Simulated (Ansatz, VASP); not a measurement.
**One calculation of PbS, two programs**

```
CELL_PARAMETERS angstrom
2.97920 -2.93816 0.00000
2.97920 2.93816 0.00000
-1.09426 0.00000 11.86338
ATOMIC_POSITIONS crystal
Pb 0.77560 0.77560 0.63638
Pb 0.22440 0.22440 0.36362
S 0.26840 0.26840 0.59860
S 0.73160 0.73160 0.40140
```

Change from the starting cell: volume scaled by 1.04, crystal datasets.

Alike in both runs: task electric field gradients; functional PBEsol; k mesh 7 × 7 × 3; occupations fermi-dirac, width 0.01 eV; no spin polarisation.

|  | VASP | Ansatz |
| --- | --- | --- |
| version | VASP 6.6.1 | Ansatz 0.2.0 |
| potentials or method | VASP PAW PBE potentials, release 64 (Pb_d, S), cutoff 520 eV | all-electron PAW with datasets made for the slab, scalar-relativistic |

VASP gave:

- gap on the k mesh at the Fermi level (eV): 1.33
- rms of the force components (eV/Å): 0.390
- size of Vzz on the site where it differs most (V/Å²): 122.1

Estimate Ansatz's values.

gap on the k mesh at the Fermi level (eV): 1.34; rms of the force components (eV/Å): 0.390; size of Vzz on the site where it differs most (V/Å²): 112.5.

VASP's potentials were made for PBE, not for PBEsol. Atom by atom the forces differ by 0.001 eV/Å (rms over components). Ansatz ran all-electron here, and VASP with PAW potentials.

Spin-orbit coupling is off throughout.
